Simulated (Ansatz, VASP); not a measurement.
# One calculation of CdF2, two programs

```
Cd F
1.0
     0.05388    2.72094    2.72094
     2.72094    0.05388    2.72094
     2.72094    2.72094    0.05388
Cd F
1 2
Direct
  0.00000 0.00000 0.00000
  0.25000 0.25000 0.25000
  0.75000 0.75000 0.75000
```

Change from the starting cell: equal xy, yz and zx shear strains of +2 %.

Alike in both runs: task single point; functional LDA; k mesh 8 × 8 × 8; occupations fermi-dirac, width 0.02 eV; no spin polarisation.

|  | VASP | Ansatz |
| --- | --- | --- |
| version | VASP 6.6.1 | Ansatz 0.2.0 |
| potentials or method | VASP PAW LDA potentials, release 64 (Cd, F), cutoff 520 eV | all-electron LAPW, scalar-relativistic |

|  | VASP | Ansatz | Ansatz less VASP |
| --- | --- | --- | --- |
| gap on the k mesh at the Fermi level (eV) | 2.80 | 2.80 | -0.001 |
| pressure (GPa) | -4.6 | -5.5 | -0.96 |
| traceless stress, the component that is largest in VASP (GPa) | -0.45 | -0.37 | +0.082 |
| rms of the force components (eV/Å) | 0.022 | 0.015 | -0.0071 |

LDA's correlation is that of Perdew and Zunger in VASP and of Perdew and Wang (1992) in Ansatz. Atom by atom the forces differ by 0.007 eV/Å (rms over components). Ansatz ran all-electron here, and VASP with PAW potentials.
